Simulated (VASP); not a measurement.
# AlN in VASP: notebook, part 2 of 2

VASP 6.6.1.

**4. Single point, PBEsol (engineering shear strain xz -0.0600, engineering shear strain yz -0.0400)**

INCAR reads:

```
  ALGO = Normal
  EDIFF = 1E-6
  ENCUT = 520
  GGA = PS
  ISIF = 2
  ISMEAR = 0
  LASPH = True
  LCHARG = False
  LREAL = False
  LWAVE = False
  NBANDS = 11
  NELM = 100
  PREC = Accurate
  SIGMA = 0.05
```

KPOINTS reads:

```
k-points
0
Gamma
  10 10 10
```

POSCAR reads:

```
AlN
1.0
   -0.0606681610      1.9818265923      1.9818265923
    1.9616038720     -0.0404454407      1.9616038720
    2.0222720330      2.0222720330     -0.1011136017
Al N
1 1
Direct
    0.5000000000      0.5000000000      0.5000000000
    0.0000000000      0.0000000000      0.0000000000
```

Potentials or basis: VASP PAW PBE potentials, release 64 (Al, N).

On the command line:

```
> cat potpaw_PBE.64/Al/POTCAR potpaw_PBE.64/N/POTCAR > POTCAR
> mpirun -np 1 vasp_std > vasp.out
```

OUTCAR:

```text
EDIFF = 1E-6
   ENCUT = 520
   GGA = PS
   ISIF = 2
   ISMEAR = 0
   LASPH = True
   LREAL = False
   NELM = 100
   PREC = Accurate

 ion  position               nearest neighbor table
   1  0.500  0.500  0.500-   2 2.02   2 2.02   2 2.02   2 2.02   2 2.02   2 2.02
   2  0.000  0.000  0.000-   1 2.02   1 2.02   1 2.02   1 2.02   1 2.02   1 2.02

  LATTYP: Found a triclinic cell.
 ALAT       =     4.7888580246
 B/A-ratio  =     0.5793493162
 C/A-ratio  =     0.6151779623
 COS(alpha) =     0.0002001400
 COS(beta)  =     0.2959938824
 COS(gamma) =     0.8569580443

  Lattice vectors:

 A1 = (  -1.9009357110,  -1.9413811516,  -3.9434304643)
 A2 = (  -1.9616038720,   0.0404454407,  -1.9616038720)
 A3 = (   2.0829401940,   0.0404454407,  -2.0829401940)

Analysis of symmetry for initial positions (statically):
=====================================================================
 Subroutine PRICEL returns:
 Original cell was already a primitive cell.

 Routine SETGRP: Setting up the symmetry group for a
 triclinic supercell.

 Subroutine GETGRP returns: Found  2 space group operations
[... 169 lines left out ...]
 cond. band min:      13.7294131313   @ k =   0.5000   0.0000   0.5000
 fundamental gap:      3.3242104438
 Fermi energy:        10.6223842539

 k-point     1 :       0.0000    0.0000    0.0000
  band No.  band energies     occupation
      1      -7.6512      2.00000
      2       9.3946      2.00000
      3       9.9191      2.00000
      4      10.4052      2.00000
      5      15.3731      0.00000
      6      20.9661      0.00000
      7      21.9279      0.00000
      8      23.1737      0.00000
      9      26.7067      0.00000
     10      27.6297      0.00000
     11      27.6847      0.00000
[... 309 lines left out ...]
 k-point    24 :      -0.3000    0.2000   -0.0000
  band No.  band energies     occupation
      1      -4.6852      2.00000
      2       3.4411      2.00000
      3       6.2951      2.00000
      4       8.7816      2.00000
      5      17.9450      0.00000
      6      19.7678      0.00000
      7      20.8207      0.00000
      8      22.5822      0.00000
      9      26.7310      0.00000
     10      29.2896      0.00000
     11      30.8396      0.00000

 [... further k-points ...]
[... 5 lines left out ...]
  --------------------------------------------------------------------------------------
  -------------------------------------------------------------------------------------
  Total        0.0779553     -0.0112658      0.1492232     -0.1088108      1.2831835      1.9341755
  in kB        7.5608796     -1.0926718     14.4731483    -10.5535590    124.4559249    187.5956204
  external PRESSURE =       6.9804520 kB  Pullay stress =       0.0000000 kB

 VOLUME and BASIS-vectors are now :
 -----------------------------------------------------------------------------
  energy-cutoff  :      520.00
  volume of cell :       16.52
      direct lattice vectors                 reciprocal lattice vectors
    -0.060668161  1.981826592  1.981826592    -0.239893873  0.252148513  0.245092811
     1.961603872 -0.040445441  1.961603872     0.254747983 -0.242245774  0.250044181
     2.022272033  2.022272033 -0.101113602     0.240190955  0.242542856 -0.235190071

 POSITION                                       TOTAL-FORCE (eV/Angst)
 -----------------------------------------------------------------------------------
      1.96160      1.98183      1.92116         0.000000      0.000000     -0.000000
      0.00000      0.00000      0.00000         0.000000      0.000000      0.000000
 -----------------------------------------------------------------------------------
    total drift:                                0.000000     -0.000000     -0.000000

  FREE ENERGIE OF THE ION-ELECTRON SYSTEM (eV)
  ---------------------------------------------------
  free  energy   TOTEN  =       -15.3650557238 eV

  energy  without entropy=      -15.3650557238  energy(sigma->0) =      -15.36505572
```

stdout:

```text
POSCAR found type information on POSCAR AlN
 POSCAR found :  2 types and       2 ions
 scaLAPACK will be used
 -----------------------------------------------------------------------------
|                                                                             |
|                                                                             |
|     You enforced a specific xc type in the INCAR file but a different       |
|     I HOPE YOU KNOW WHAT YOU ARE DOING!                                     |
|                                                                             |
 -----------------------------------------------------------------------------

 LDA part: xc-table for (Slater+PW92), standard interpolation
 POSCAR, INCAR and KPOINTS ok, starting setup
 FFT: planning ... GRIDC
 FFT: planning ... GRID_SOFT
 FFT: planning ... GRID
 WAVECAR not read
 entering main loop
```

Run time: 45 s. Hardware: 1 thread of Intel Xeon Platinum 8488C (Sapphire Rapids), shared host; peak memory 0.2 GiB.

What came out:

```
Free energy            : -15.3651 eV
Pressure               : 0.7 GPa
Band gap on the k mesh : 3.32 eV, indirect (least direct gap 4.97 eV)
```

Stress tensor (GPa, compression positive):
```
 0.76 -1.06 18.76
-1.06 -0.11 12.45
18.76 12.45  1.45
```

Levels at points of the mesh, in eV from the valence-band top:
| k point | band 1 | band 2 | band 3 | band 4 | band 5 | band 6 | band 7 | band 8 | band 9 |
| --- | --- | --- | --- | --- | --- | --- | --- | --- | --- |
| (0.00, 0.00, 0.00) | -18.06 | -1.01 | -0.49 | 0.00 | 4.97 | 10.56 | 11.52 | 12.77 | 16.30 |
| (0.50, 0.00, 0.00) | -14.80 | -8.94 | -1.80 | -1.20 | 5.54 | 10.30 | 11.05 | 12.50 | 15.53 |
| (0.00, 0.50, 0.00) | -14.69 | -8.80 | -1.92 | -1.36 | 5.28 | 9.95 | 10.76 | 12.71 | 15.31 |
| (0.50, 0.50, 0.00) | -13.72 | -7.94 | -3.33 | -3.30 | 4.06 | 4.63 | 13.12 | 16.53 | 16.96 |
| (0.00, 0.00, 0.50) | -15.00 | -9.23 | -1.41 | -1.04 | 6.18 | 10.94 | 11.51 | 12.18 | 16.02 |
| (0.50, 0.00, 0.50) | -13.75 | -7.95 | -3.94 | -2.67 | 3.32 | 5.40 | 13.33 | 16.43 | 17.01 |
| (0.00, 0.50, 0.50) | -13.74 | -7.95 | -3.73 | -2.89 | 3.63 | 5.08 | 13.21 | 16.54 | 16.94 |
| (0.50, 0.50, 0.50) | -14.47 | -8.51 | -2.10 | -1.76 | 4.82 | 9.48 | 9.86 | 13.16 | 14.90 |

Caveat: the cell differs from its parent crystal (engineering shear strain xz -0.0600, engineering shear strain yz -0.0400); the PAW data sets were made with another functional, which shifts forces and pressure a little. A k mesh can miss the band edges.

**5. Single point, PBEsol (engineering shear strain xz -0.0800, engineering shear strain yz -0.0600)**

INCAR reads:

```
ALGO = Normal ; EDIFF = 1E-6
ENCUT = 520 ; GGA = PS
ISIF = 2 ; ISMEAR = 0
LASPH = T ; LCHARG = F
LREAL = F ; LWAVE = F
NBANDS = 11 ; NELM = 60
PREC = Accurate ; SIGMA = 0.05
```

KPOINTS is that of step 4.

POSCAR reads:

```
AlN
1.0
   -0.0808908813      1.9616038720      1.9616038720
    1.9413811517     -0.0606681610      1.9413811517
    2.0222720330      2.0222720330     -0.1415590423
Al N
1 1
Direct
    0.5000000000      0.5000000000      0.5000000000
    0.0000000000      0.0000000000      0.0000000000
```

Potentials or basis: VASP PAW PBE potentials, release 64 (Al, N).

On the command line:

```
> cat potpaw_PBE.64/Al/POTCAR potpaw_PBE.64/N/POTCAR > POTCAR
> mpirun -np 1 vasp_std > vasp.out
```

OUTCAR:

```text
EDIFF = 1E-6
   ENCUT = 520
   GGA = PS
   ISIF = 2
   ISMEAR = 0
   LASPH = T
   LREAL = F
   NELM = 60
   PREC = Accurate

 ion  position               nearest neighbor table
   1  0.500  0.500  0.500-   2 2.02   2 2.02   2 2.02   2 2.02   2 2.02   2 2.02
   2  0.000  0.000  0.000-   1 2.02   1 2.02   1 2.02   1 2.02   1 2.02   1 2.02

  LATTYP: Found a triclinic cell.
 ALAT       =     5.0374467549
 B/A-ratio  =     0.5677471490
 C/A-ratio  =     0.5684280032
 COS(alpha) =     0.0003495633
 COS(beta)  =     0.3242044100
 COS(gamma) =     0.8573972618

  Lattice vectors:

 A1 = (  -4.1254349473,   1.9616038720,   2.1233856346)
 A2 = (  -2.0222720330,   2.0222720330,   0.0202227203)
 A3 = (  -2.0222720330,  -2.0222720330,   0.1415590423)

Analysis of symmetry for initial positions (statically):
=====================================================================
 Subroutine PRICEL returns:
 Original cell was already a primitive cell.

 Routine SETGRP: Setting up the symmetry group for a
 triclinic supercell.

 Subroutine GETGRP returns: Found  2 space group operations
[... 176 lines left out ...]
      2       9.2193      2.00000
      3       9.9680      2.00000
      4      10.6198      2.00000
      5      15.2313      0.00000
      6      20.7223      0.00000
      7      21.9250      0.00000
      8      23.7635      0.00000
      9      26.5392      0.00000
     10      27.7020      0.00000
     11      27.8013      0.00000
[... 309 lines left out ...]
 k-point    24 :      -0.3000    0.2000    0.0000
  band No.  band energies     occupation
      1      -4.6624      2.00000
      2       3.4793      2.00000
      3       6.3279      2.00000
      4       8.8121      2.00000
      5      17.8459      0.00000
      6      19.7054      0.00000
      7      20.6469      0.00000
      8      22.8762      0.00000
      9      26.7811      0.00000
     10      29.5425      0.00000
     11      31.0084      0.00000

 [... further k-points ...]

------------------------ aborting loop because EDIFF is reached ----------------------------------------

  FORCE on cell =-STRESS in cart. coord.  units (eV):
  Direction    XX          YY          ZZ          XY          YZ          ZX
  --------------------------------------------------------------------------------------
  -------------------------------------------------------------------------------------
  Total        0.1229967     -0.0023883      0.2839107     -0.2183317      1.9193959      2.5767191
  in kB       11.9437976     -0.2319205     27.5696187    -21.2014547    186.3860937    250.2165456
  external PRESSURE =      13.0938319 kB  Pullay stress =       0.0000000 kB

 VOLUME and BASIS-vectors are now :
 -----------------------------------------------------------------------------
  energy-cutoff  :      520.00
  volume of cell :       16.50
      direct lattice vectors                 reciprocal lattice vectors
    -0.080890881  1.961603872  1.961603872    -0.237431151  0.254608287  0.245387660
     1.941381152 -0.060668161  1.941381152     0.257260457 -0.239736308  0.250344986
     2.022272033  2.022272033 -0.141559042     0.238026030  0.240331187 -0.230515680

 POSITION                                       TOTAL-FORCE (eV/Angst)
 -----------------------------------------------------------------------------------
      1.94138      1.96160      1.88071        -0.000000      0.000000     -0.000000
      0.00000      0.00000      0.00000         0.000000     -0.000000      0.000000
 -----------------------------------------------------------------------------------
    total drift:                                0.000000     -0.000000     -0.000000

  FREE ENERGIE OF THE ION-ELECTRON SYSTEM (eV)
  ---------------------------------------------------
  free  energy   TOTEN  =       -15.2876685877 eV

  energy  without entropy=      -15.2876685877  energy(sigma->0) =      -15.28766859
```

OSZICAR:

```text
N       E                     dE             d eps       ncg     rms          rms(c)
DAV:   1     0.559082944768E+01    0.55908E+01   -0.40402E+03 11192   0.670E+02
DAV:   2    -0.163210128471E+02   -0.21912E+02   -0.20945E+02 13881   0.123E+02
DAV:   3    -0.169157359592E+02   -0.59472E+00   -0.59353E+00 13571   0.180E+01
DAV:   4    -0.169175783361E+02   -0.18424E-02   -0.18422E-02 12470   0.109E+00
DAV:   5    -0.169175916009E+02   -0.13265E-04   -0.13265E-04 13276   0.947E-02    0.730E+00
DAV:   6    -0.153294519087E+02    0.15881E+01   -0.67615E+00 12663   0.136E+01    0.270E+00
DAV:   7    -0.153018407736E+02    0.27611E-01   -0.16603E-01 12516   0.293E+00    0.176E+00
DAV:   8    -0.152880315078E+02    0.13809E-01   -0.15119E-02 11904   0.107E+00    0.349E-01
DAV:   9    -0.152876542799E+02    0.37723E-03   -0.15958E-03 13092   0.243E-01    0.155E-01
DAV:  10    -0.152876725423E+02   -0.18262E-04   -0.84050E-05 12511   0.666E-02    0.372E-02
DAV:  11    -0.152876687187E+02    0.38237E-05   -0.10242E-05 12465   0.195E-02    0.523E-03
DAV:  12    -0.152876685877E+02    0.13100E-06   -0.22211E-07  6453   0.432E-03
   1 F= -.15287669E+02 E0= -.15287669E+02  d E =-.602149E-14
```

stdout:

```text
POSCAR found type information on POSCAR AlN
 POSCAR found :  2 types and       2 ions
 scaLAPACK will be used
 -----------------------------------------------------------------------------
|                                                                             |
|                                                                             |
|     You enforced a specific xc type in the INCAR file but a different       |
|     I HOPE YOU KNOW WHAT YOU ARE DOING!                                     |
|                                                                             |
 -----------------------------------------------------------------------------

 LDA part: xc-table for (Slater+PW92), standard interpolation
 POSCAR, INCAR and KPOINTS ok, starting setup
 FFT: planning ... GRIDC
 FFT: planning ... GRID_SOFT
 FFT: planning ... GRID
 WAVECAR not read
 entering main loop
```

Wall time 34 s (1 thread of Intel Xeon Platinum 8488C (Sapphire Rapids), shared host); peak memory 0.2 GiB.

Results:

| Quantity | Value |
| --- | --- |
| Free energy | -15.2877 eV |
| Pressure | 1.3 GPa |
| Band gap on the k mesh | 2.83 eV, indirect (least direct gap 4.61 eV) |

Stress tensor (GPa, compression positive):
```
 1.19 -2.12 25.02
-2.12 -0.02 18.64
25.02 18.64  2.76
```

Levels at points of the mesh, in eV from the valence-band top:
```
           k point  band 2  band 3  band 4  band 5  band 6  band 7
(0.00, 0.00, 0.00)   -1.40   -0.65    0.00    4.61   10.10   11.31
(0.50, 0.00, 0.00)   -9.14   -2.10   -1.25    5.23   10.07   11.13
(0.00, 0.50, 0.00)   -8.99   -2.21   -1.42    4.98    9.71   10.84
(0.50, 0.50, 0.00)   -8.13   -3.52   -3.47    3.88    4.44   12.66
(0.00, 0.00, 0.50)   -9.57   -1.51   -1.01    6.23   10.98   11.74
(0.50, 0.00, 0.50)   -8.15   -4.32   -2.63    2.83    5.55   13.01
(0.00, 0.50, 0.50)   -8.14   -4.12   -2.85    3.14    5.21   12.84
(0.50, 0.50, 0.50)   -8.56   -2.47   -2.01    4.34    8.98    9.44
```

Caveat: the cell differs from its parent crystal (engineering shear strain xz -0.0800, engineering shear strain yz -0.0600); the PAW data sets were made with another functional, which shifts forces and pressure a little.

**6. The runs side by side**

```csv
cell,gap on the mesh (eV),pressure (GPa)
"a = 2.747, b = 2.747, c = 2.864 Å, angles 64.0, 64.0, 62.7°, 2 atoms",2.75,1.7
"a = 2.775, b = 2.775, c = 2.862 Å, angles 63.0, 63.0, 62.0°, 2 atoms",3.25,1.0
"a = 2.803, b = 2.774, c = 2.862 Å, angles 62.3, 62.7, 61.7°, 2 atoms",3.32,0.7
"a = 2.775, b = 2.746, c = 2.863 Å, angles 63.3, 63.7, 62.4°, 2 atoms",2.83,1.3
```

Alike in all rows: task single point; level PBEsol; potentials or basis VASP PAW PBE potentials, release 64 (Al, N); no spin polarisation; k mesh 10 × 10 × 10; cutoff (eV) 520; smearing gaussian 0.05 eV.

Caveats: the PAW data sets were made with another functional, which shifts forces and pressure a little.

Total energies depend on the potentials used, so only differences within one code and one set of settings carry meaning.
